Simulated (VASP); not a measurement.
BaZrO3:

```xyz
5
Lattice="4.1913 0.0000 0.0000 0.0000 4.1913 0.0000 0.0000 0.0000 4.1913" Properties=species:S:1:pos:R:3 pbc="T T T"
Ba    0.0000    0.0000    0.0000
Zr    2.0957    2.0957    2.0957
O     2.0957    2.0957    0.0000
O     2.0957    0.0000    2.0957
O     0.0000    2.0957    2.0957
```

Base run:

* Program: VASP 6.6.1
* Functional: PBEsol
* Potentials or basis: VASP PAW PBE potentials, release 64 (Ba_sv, Zr_sv, O)
* Cutoff: 520 eV
* k mesh: 6 × 6 × 6
* Occupations: fermi-dirac, width 0.05 eV
* Spin: no spin polarisation

Its results: band gap on the k mesh 3.11 eV (least direct gap 3.33 eV); pressure -0.1 GPa.

**Question.** The run is repeated on the same cell with these changes: functional from PBEsol to r2SCAN; potentials or basis from VASP PAW PBE potentials, release 64 (Ba_sv, Zr_sv, O) to VASP PAW PBE potentials, release 64 (Ba_sv, Zr_sv, O_h); cutoff from 520 eV to 910 eV. What comes out?

**Answer.** Band gap on the k mesh 3.71 eV (least direct gap 3.95 eV); pressure 2.5 GPa.

Caveats: the PAW data sets were made with another functional, which shifts forces and pressure a little; spin-orbit coupling is left out, which moves the levels of the heavy elements; the cutoff is under 1.25 times the usual one of these potentials, so pressure, stress and relaxed cells hold a basis-set (Pulay) error (at least some runs).

A k mesh can miss the band edges.
